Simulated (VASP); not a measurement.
# O (Fmmm) in VASP: further runs

The runs below take O through single point, relaxation of cell and atoms, with PBE+D3(BJ).

All numbers are computed with VASP 6.6.1; they aren't measurements. Logs are shortened: lines on timing, memory, paths and dates and some standing lists are left out, and cuts for length are marked.

## (1) The cell of the first run

The structure is orthorhombic, space group Fmmm (No. 69). Conventional cell: a = 3.290 Å, b = 3.504 Å, c = 8.059 Å, α = 90.00°, β = 90.00°, γ = 90.00°. O (site symmetry mm2) has 1 O at 1.21 Å within 1.6 Å.

## (2) Single point, PBE+D3(BJ)

Contents of INCAR:

```
PREC = Accurate ; ENCUT = 520
EDIFF = 1E-7 ; ISMEAR = 0
SIGMA = 0.1 ; LREAL = False
LASPH = True ; NELM = 60
ALGO = Normal ; ISIF = 2
LWAVE = False ; LCHARG = False
GGA = PE ; IVDW = 12
NBANDS = 13
```

Contents of KPOINTS:

```
Automatic mesh
0
Gamma
  8 8 8
```

Contents of POSCAR:

```
O
1.0
    0.0000000000      1.7521911464      4.0294135505
    1.6449340628      0.0000000000      4.0294135505
    1.6449340628      1.7521911464      0.0000000000
O
2
Direct
    0.0752354157      0.0752354157      0.9247645843
    0.9247645843      0.9247645843      0.0752354157
```

Potentials or basis: VASP PAW PBE potentials, release 64 (O).

On the command line:

```console
cat potpaw_PBE.64/O/POTCAR > POTCAR
mpirun -np 1 vasp_std > vasp.out
```

OUTCAR:

```text
PREC = Accurate
   ENCUT = 520
   EDIFF = 1E-7
   ISMEAR = 0
   LREAL = False
   LASPH = True
   NELM = 60
   ISIF = 2
   GGA = PE
   IVDW = 12
 IVDW          = 12

 ion  position               nearest neighbor table
   1  0.075  0.075  0.925-   2 1.21
   2  0.925  0.925  0.075-   1 1.21

  LATTYP: Found a face centered orthorhombic cell.
 ALAT       =     3.2898681256
 B/A-ratio  =     1.0652044881
 C/A-ratio  =     2.4495897080

  Lattice vectors:

 A1 = (   0.0000000000,   1.7521911464,   4.0294135505)
 A2 = (   1.6449340628,   0.0000000000,   4.0294135505)
 A3 = (   1.6449340628,   1.7521911464,   0.0000000000)

Analysis of symmetry for initial positions (statically):
=====================================================================
 Subroutine PRICEL returns:
 Original cell was already a primitive cell.

 Routine SETGRP: Setting up the symmetry group for a
 face centered orthorhombic supercell.

 Subroutine GETGRP returns: Found  8 space group operations
 (whereof  8 operations were pure point group operations)
 out of a pool of  8 trial point group operations.

The static configuration has the point symmetry D_2h.

Analysis of symmetry for dynamics (positions and initial velocities):
=====================================================================
 Subroutine PRICEL returns:
 Original cell was already a primitive cell.

 Routine SETGRP: Setting up the symmetry group for a
 face centered orthorhombic supercell.

 Subroutine GETGRP returns: Found  8 space group operations
 (whereof  8 operations were pure point group operations)
 out of a pool of  8 trial point group operations.

The dynamic configuration has the point symmetry D_2h.

 Subroutine INISYM returns: Found  8 space group operations
 (whereof  8 operations are pure point group operations),
 and found     1 'primitive' translations

----------------------------------------------------------------------------------------

                                     Primitive cell

  volume of cell :      23.2275

  direct lattice vectors                    reciprocal lattice vectors
     0.000000000  1.752191146  4.029413551    -0.303963552  0.285356995  0.124087536
     1.644934063  0.000000000  4.029413551     0.303963552 -0.285356995  0.124087536
     1.644934063  1.752191146  0.000000000     0.303963552  0.285356995 -0.124087536

  length of vectors
     4.393898881  4.352238692  2.403327253     0.434994450  0.434994450  0.434994450

  position of ions in fractional coordinates (direct lattice)
     0.075235416  0.075235416  0.924764584
     0.924764584  0.924764584  0.075235416

  ion indices of the primitive-cell ions
   primitive index   ion index
                 1           1
                 2           2

----------------------------------------------------------------------------------------

 KPOINTS: Automatic mesh

Automatic generation of k-mesh.
 Grid dimensions read from file:
 generate k-points for:    8    8    8

 Generating k-lattice:

  Cartesian coordinates                     Fractional coordinates (reciprocal lattice)
    -0.037995444  0.035669624  0.015510942     0.125000000  0.000000000  0.000000000
     0.037995444 -0.035669624  0.015510942     0.000000000  0.125000000  0.000000000
     0.037995444  0.035669624 -0.015510942    -0.000000000 -0.000000000  0.125000000

  Length of vectors
     0.054374306  0.054374306  0.054374306

  Shift w.r.t. Gamma in fractional coordinates (k-lattice)
     0.000000000  0.000000000  0.000000000

 Subroutine IBZKPT returns following result:
 ===========================================

 Found     95 irreducible k-points:

 Following reciprocal coordinates:
            Coordinates               Weight
  0.000000  0.000000  0.000000      1.000000
  0.125000  0.000000 -0.000000      8.000000
  0.250000  0.000000 -0.000000      8.000000
  0.375000  0.000000  0.000000      8.000000
  0.500000  0.000000 -0.000000      4.000000
  0.125000  0.125000  0.000000      2.000000
[... 16 lines left out ...]
  0.250000  0.000000  0.125000      8.000000
  0.375000  0.000000  0.125000      8.000000
 [... further k-points ...]
   k-points           NKPTS =     95   k-points in BZ     NKDIM =     95   number of bands    NBANDS=     13
   number of dos      NEDOS =    301   number of ions     NIONS =      2
   total plane-waves  NPLWV =  20736
   dimension x,y,z NGX =    36 NGY =   32 NGZ =   18
   dimension x,y,z NGXF=    72 NGYF=   64 NGZF=   36
   ions per type =               2
   NGX,Y,Z   is equivalent  to a cutoff of  13.62, 12.22, 12.45 a.u.
   NGXF,Y,Z  is equivalent  to a cutoff of  27.24, 24.45, 24.90 a.u.
 SYSTEM =  unknown system
   PREC   = accura    normal or accurate (medium, high low for compatibility)
   ISTART =      0    job   : 0-new  1-cont  2-samecut
   ICHARG =      2    charge: 1-file 2-atom 10-const
   ISPIN  =      1    spin polarized calculation?
   LNONCOLLINEAR =      F non collinear calculations
   LSORBIT =      F    spin-orbit coupling
   LASPH  =      T    aspherical Exc in radial PAW
   ENCUT  =  520.0 eV  38.22 Ry    6.18 a.u.   8.17  8.09  4.47*2*pi/ulx,y,z
   NELM   =     60;   NELMIN=  2; NELMDL= -5     # of ELM steps
   EDIFF  = 0.1E-06   stopping-criterion for ELM
   LREAL  =      F    real-space projection
   EDIFFG = 0.1E-05   stopping-criterion for IOM
   NSW    =      0    number of steps for IOM
   IBRION =     -1    ionic relax: 0-MD 1-quasi-New 2-CG
   NFREE  =      0    steps in history (QN), initial steepest desc. (CG)
   ISIF   =      2    stress and relaxation
   ISYM   =      2    0-nonsym 1-usesym 2-fastsym
   POTIM  = 0.5000    time-step for ionic-motion
   TEBEG  =    0.0;   TEEND  =   0.0 temperature during run
   PSTRESS=    0.0 pullay stress
   NELECT =      12.0000    total number of electrons
   NUPDOWN=      -1.0000    fix difference up-down
   EMIN   =  10.00;   EMAX   =-10.00  energy-range for DOS
   EFERMI =   0.00;   METHOD = LEGACY
   ISMEAR =     0;   SIGMA  =   0.10  broadening in eV -4-tet -1-fermi 0-gaus
   EFERMI_NEDOS =   21; number of points for ismear=-14 and -15
   IALGO  =     38    algorithm
   IMIX   =      4    mixing-type and parameters
     AMIX     =   0.40;   BMIX     =  1.00
     AMIX_MAG =   1.60;   BMIX_MAG =  1.00
  volume/ion in A,a.u.               =      11.61        78.37
  Fermi-wavevector in a.u.,A,eV,Ry     =   1.313615  2.482372 23.477987  1.725583
  Thomas-Fermi vector in A             =   2.443925
   LORBIT       =      0    0 simple, 1 ext, 2 COOP (PROOUT), +10 PAW based schemes
   GGA     = PE    functional components
   LHFCALC =     F    Hartree Fock is set to
   AEXX    =    0.0000 exact exchange contribution
   IVDW    =    12    specifies the selected vdW correction
   LEPSILON=     F    determine dielectric tensor
   LRPA    =     F    only Hartree local field effects (RPA)
 non-spin polarized calculation
 Gauss-broadening in eV      SIGMA  =   0.10
  energy-cutoff  :      520.00
  volume of cell :       23.23
 maximum number of plane-waves:       643
 NGX is ok and might be reduce to    36
   NGX = 17   NGY = 17   NGZ =  9

 number of electron      11.9999998 magnetization

 Free energy of the ion-electron system (eV)
  ---------------------------------------------------
  ext. energy  EPLUGINS =         0.00000000
  ---------------------------------------------------
  free energy    TOTEN  =        -9.66023849 eV

  energy without entropy =       -9.65721783  energy(sigma->0) =       -9.65872816

 E-fermi :   0.2115     XC(G=0):  -9.2127

 val. band max:        0.2110914728   @ k =   0.2500   0.0000   0.2500
 cond. band min:       0.2145357011   @ k =  -0.1250   0.1250   0.2500
 fundamental gap:      0.0034442283
 Fermi energy:         0.2114830658

 k-point     1 :       0.0000    0.0000    0.0000
  band No.  band energies     occupation
      1     -27.2920      2.00000
      2     -14.5202      2.00000
      3      -8.3120      2.00000
      4      -5.0185      2.00000
      5      -4.8622      2.00000
      6       1.5067      0.00000
      7       1.6363      0.00000
      8       9.7588      0.00000
      9      10.7071      0.00000
     10      12.2105      0.00000
     11      17.9799      0.00000
     12      20.1563      0.00000
     13      25.9166      0.00000

 k-point     2 :       0.1250    0.0000   -0.0000
  band No.  band energies     occupation
      1     -27.1926      2.00000
      2     -14.4096      2.00000
      3      -8.2174      2.00000
      4      -5.5179      2.00000
      5      -4.8797      2.00000
      6       1.0625      0.00000
      7       1.6253      0.00000
      8       9.7319      0.00000
      9      11.0107      0.00000
     10      12.7860      0.00000
     11      18.4167      0.00000
     12      20.5109      0.00000
     13      24.6611      0.00000

 k-point     3 :       0.2500    0.0000   -0.0000
  band No.  band energies     occupation
      1     -26.9436      2.00000
      2     -14.1227      2.00000
      3      -8.1253      2.00000
      4      -6.5993      2.00000
      5      -4.7574      2.00000
      6      -0.0893      1.99998
      7       1.7343      0.00000
      8       9.6137      0.00000
      9      11.9528      0.00000
     10      14.1358      0.00000
     11      18.8428      0.00000
     12      20.8345      0.00000
     13      22.8694      0.00000
[... 305 lines left out ...]
 k-point    23 :       0.2500    0.0000    0.1250
  band No.  band energies     occupation
      1     -26.8616      2.00000
      2     -13.9777      2.00000
      3      -8.1194      2.00000
      4      -6.5023      2.00000
      5      -5.2357      2.00000
      6       0.0263      1.99117
      7       1.3066      0.00000
      8      10.3055      0.00000
      9      11.5053      0.00000
     10      14.5280      0.00000
     11      18.8492      0.00000
     12      21.5103      0.00000
     13      22.8375      0.00000

 k-point    24 :       0.3750    0.0000    0.1250
  band No.  band energies     occupation
      1     -26.5997      2.00000
      2     -13.6609      2.00000
      3      -8.4942      2.00000
      4      -6.9620      2.00000
      5      -5.0849      2.00000
      6      -1.0664      2.00000
      7       1.4470      0.00000
      8      10.1276      0.00000
      9      12.6926      0.00000
     10      15.9424      0.00000
     11      17.8071      0.00000
     12      20.1122      0.00000
     13      22.9598      0.00000

 [... further k-points ...]

------------------------ aborting loop because EDIFF is reached ----------------------------------------

 Edisp (eV)   -0.14169

 E8    (eV) :    -0.0342

  FORCE on cell =-STRESS in cart. coord.  units (eV):
  Direction    XX          YY          ZZ          XY          YZ          ZX
  --------------------------------------------------------------------------------------
  -------------------------------------------------------------------------------------
  Total      -0.01302    -0.10744     1.50034     0.00000     0.00000     0.00000
  in kB      -0.89808    -7.41126   103.48984     0.00000     0.00000     0.00000
  external pressure =       31.73 kB  Pullay stress =        0.00 kB

 VOLUME and BASIS-vectors are now :
 -----------------------------------------------------------------------------
  energy-cutoff  :      520.00
  volume of cell :       23.23
      direct lattice vectors                 reciprocal lattice vectors
     0.000000000  1.752191146  4.029413551    -0.303963552  0.285356995  0.124087536
     1.644934063  0.000000000  4.029413551     0.303963552 -0.285356995  0.124087536
     1.644934063  1.752191146  0.000000000     0.303963552  0.285356995 -0.124087536

 POSITION                                       TOTAL-FORCE (eV/Angst)
 -----------------------------------------------------------------------------------
      1.64493      1.75219      0.60631         0.000000      0.000000      1.271114
      1.64493      1.75219      7.45252         0.000000      0.000000     -1.271114
 -----------------------------------------------------------------------------------
    total drift:                                0.000000      0.000000     -0.000000

  FREE ENERGIE OF THE ION-ELECTRON SYSTEM (eV)
  ---------------------------------------------------
  free  energy   TOTEN  =        -9.8019317564 eV

  energy  without entropy=       -9.7989110956  energy(sigma->0) =       -9.80042143
```

Run time: 28 s. Hardware: 1 thread of Intel Xeon Platinum 8259CL at 2.50GHz (Skylake/Cascade Lake), shared host; peak memory 0.16 GiB.

What came out:

| Property | Result |
| --- | --- |
| Free energy | -9.8019 eV |
| Pressure | 3.2 GPa |
| Largest force | 1.271 eV/Å |
| Band gap on the k mesh | zero (band 6 reaches 1.59 eV, above the bottom of band 7 at -0.76 eV) |
| Dispersion energy per atom | -0.071 eV |

Forces in eV/Å, atoms in the order of the input:
```
O    0.000  0.000  1.271
O    0.000  0.000 -1.271
```

Levels at points of the mesh, in eV from the Fermi level:
| k point | band 2 | band 3 | band 4 | band 5 | band 6 | band 7 | band 8 | band 9 | band 10 | band 11 |
| --- | --- | --- | --- | --- | --- | --- | --- | --- | --- | --- |
| (0.00, 0.00, 0.00) | -14.73 | -8.52 | -5.23 | -5.07 | 1.30 | 1.42 | 9.55 | 10.50 | 12.00 | 17.77 |
| (0.50, 0.00, 0.00) | -13.87 | -9.16 | -7.16 | -4.78 | -1.85 | 1.69 | 9.50 | 14.41 | 14.53 | 17.96 |
| (0.50, 0.50, 0.00) | -15.13 | -7.60 | -5.26 | -5.10 | 1.38 | 1.49 | 6.32 | 10.57 | 13.49 | 19.39 |
| (0.50, 0.00, 0.50) | -12.95 | -8.39 | -7.94 | -6.49 | -1.02 | -0.98 | 10.69 | 11.31 | 16.85 | 17.57 |
| (0.00, 0.50, 0.50) | -12.98 | -8.31 | -8.02 | -6.41 | -1.30 | -0.73 | 10.47 | 11.31 | 17.33 | 18.30 |

Caveat: the standard files for N, O and F lose accuracy on very short bonds; spin is off for a triplet molecule; pairwise dispersion overbinds metals, which lowers pressure and volume; forces of over 1 eV/Å act on the atoms, so gaps and moduli don't describe the material at rest.

## (3) Relaxation of cell and atoms, PBE+D3(BJ)

This run uses another cell than the first one, of 10.42 Å³/atom, 0.897 times its volume.

Contents of INCAR:

```
PREC = Accurate ; ENCUT = 600
EDIFF = 1E-6 ; ISMEAR = 0
SIGMA = 0.1 ; LREAL = False
LASPH = True ; NELM = 100
ALGO = Normal ; ISIF = 3
LWAVE = False ; LCHARG = False
GGA = PE ; IVDW = 12
IBRION = 2 ; NSW = 100
EDIFFG = -0.05
```

KPOINTS is that of step 2.

Contents of POSCAR:

```
O
1.0
    0.0000000000      2.1075500000      3.3448500000
    1.4783500000      0.0000000000      3.3448500000
    1.4783500000      2.1075500000      0.0000000000
O
2
Direct
    0.0871000000      0.0871000000      0.9129000000
    0.9129000000      0.9129000000      0.0871000000
```

Potentials or basis: VASP PAW PBE potentials, release 64 (O).

On the command line:

```console
cat potpaw_PBE.64/O/POTCAR > POTCAR
mpirun -np 1 vasp_std > vasp.out
```

It took 9 min on 1 thread of Intel Xeon Platinum 8259CL at 2.50GHz (Skylake/Cascade Lake), shared host; peak memory 0.19 GiB.

Results (log left out):

```yaml
Free_energy: -9.8048 eV
Relaxed_volume: 11.40 Å³/atom
Relaxed_cell: a = 4.336 Å, b = 4.293 Å, c = 2.400 Å, α = 74.84°, β = 72.87°, γ = 32.29°
Space_group_after_relaxing_to_0.05_Å: Fmmm (No. 69)
Energy_gained_by_relaxing: 161.7 meV/atom
Ionic_steps: 38
Pressure_after_relaxing: -0.4 GPa
Largest_force_after_relaxing: 0.028 eV/Å
Band_gap_on_the_k_mesh: zero (band 6 reaches 1.62 eV, above the bottom of band 7 at -0.77 eV)
Dispersion_energy_per_atom: -0.072 eV
```

Forces in eV/Å, atoms in the order of the input:
```
O    0.000  0.000  0.028
O    0.000  0.000 -0.028
```

Stress tensor (GPa, compression positive):
```
-0.29  0.00  0.00
 0.00 -0.37  0.00
 0.00  0.00 -0.53
```

Step by step:
| step | energy change (eV) | largest force (eV/Å) | pressure (GPa) | volume (Å³) |
| --- | --- | --- | --- | --- |
| 1 | 0.0000 | 5.7056 | 16.78 | 20.84 |
| 2 | 4.4622 | 2.7869 | -27.14 | 24.02 |
| 3 | 2.8416 | 7.0285 | -29.17 | 22.82 |
| 4 | 0.7433 | 7.3319 | -24.85 | 21.71 |
| 5 | 0.0466 | 4.7418 | -14.78 | 21.23 |
| 6 | -0.0983 | 3.0373 | -9.00 | 21.06 |
| 7 | -0.1508 | 1.5854 | -4.26 | 20.95 |
| 8 | -0.1616 | 0.7408 | -1.62 | 20.90 |
| 9 | -0.1627 | 0.3845 | -0.52 | 20.88 |
| 10 | -0.1627 | 0.3499 | -0.39 | 20.87 |
| 11 | -0.1994 | 0.3919 | -0.84 | 20.84 |
| 12 | -0.2722 | 0.2782 | 0.07 | 20.64 |
| 13 | -0.2040 | 0.9013 | 11.54 | 19.91 |
| 14 | -0.2844 | 0.5532 | 3.90 | 20.47 |
| 15 | -0.2374 | 2.5397 | -5.58 | 20.85 |
| 16 | -0.2878 | 0.1789 | 1.71 | 20.55 |
| 17 | -0.2878 | 0.1504 | 1.77 | 20.55 |
| 18 | -0.2908 | 0.1737 | 1.32 | 20.75 |
| 19 | -0.2974 | 0.2292 | 0.12 | 21.38 |
| 20 | -0.3012 | 0.2828 | -1.69 | 22.68 |
| 21 | -0.3007 | 0.4976 | 0.34 | 22.82 |
| 22 | -0.3020 | 0.0591 | -0.81 | 22.74 |
| 23 | -0.3030 | 0.0481 | -0.72 | 22.72 |
| 24 | -0.3058 | 0.0174 | -0.54 | 22.64 |
| 25 | -0.3100 | 0.0411 | -0.21 | 22.48 |
| 26 | -0.3115 | 0.1543 | 0.71 | 22.14 |
| 27 | -0.3122 | 0.1126 | 0.34 | 22.26 |
| 28 | -0.3128 | 0.2797 | 1.57 | 22.24 |
| 29 | -0.3128 | 0.1760 | 1.26 | 22.24 |
| 30 | -0.3138 | 0.1752 | 1.21 | 22.27 |
| 31 | -0.3165 | 0.1719 | 1.08 | 22.37 |
| 32 | -0.3202 | 0.1657 | 0.81 | 22.54 |
| 33 | -0.3206 | 0.1554 | 0.20 | 22.82 |
| 34 | -0.3216 | 0.1597 | 0.51 | 22.71 |
| 35 | -0.3188 | 0.6562 | -1.88 | 22.77 |
| 36 | -0.3218 | 0.0149 | -0.02 | 22.72 |
| 37 | -0.3224 | 0.0062 | -0.11 | 22.74 |
| 38 | -0.3234 | 0.0276 | -0.40 | 22.80 |

Final structure:
```
O
1.0
     0.00000    1.75055    3.96712
     1.64134    0.00000    3.96712
     1.64134    1.75055    0.00000
O
2
Direct
  0.07744 0.07744 0.92256
  0.92256 0.92256 0.07744
```

Levels at points of the mesh, in eV from the Fermi level:
| k point | band 2 | band 3 | band 4 | band 5 | band 6 | band 7 | band 8 | band 9 | band 10 |
| --- | --- | --- | --- | --- | --- | --- | --- | --- | --- |
| (0.00, 0.00, 0.00) | -14.71 | -8.41 | -4.92 | -4.76 | 1.30 | 1.43 | 9.86 | 10.11 | 12.44 |
| (0.50, 0.00, 0.00) | -13.87 | -8.91 | -7.00 | -4.47 | -1.85 | 1.70 | 9.20 | 14.64 | 14.87 |
| (0.50, 0.50, 0.00) | -15.18 | -7.36 | -4.95 | -4.79 | 1.39 | 1.51 | 6.26 | 10.74 | 13.53 |
| (0.50, 0.00, 0.50) | -12.94 | -8.14 | -7.66 | -6.34 | -1.01 | -1.00 | 10.26 | 11.48 | 17.03 |
| (0.00, 0.50, 0.50) | -12.98 | -8.04 | -7.75 | -6.25 | -1.33 | -0.71 | 10.05 | 11.47 | 18.79 |

Caveat: the standard files for N, O and F lose accuracy on very short bonds; spin is off for a triplet molecule; pairwise dispersion overbinds metals, which lowers pressure and volume; the relaxation stopped at a loose force limit of 0.05 eV/Å, so its end isn't a converged minimum.
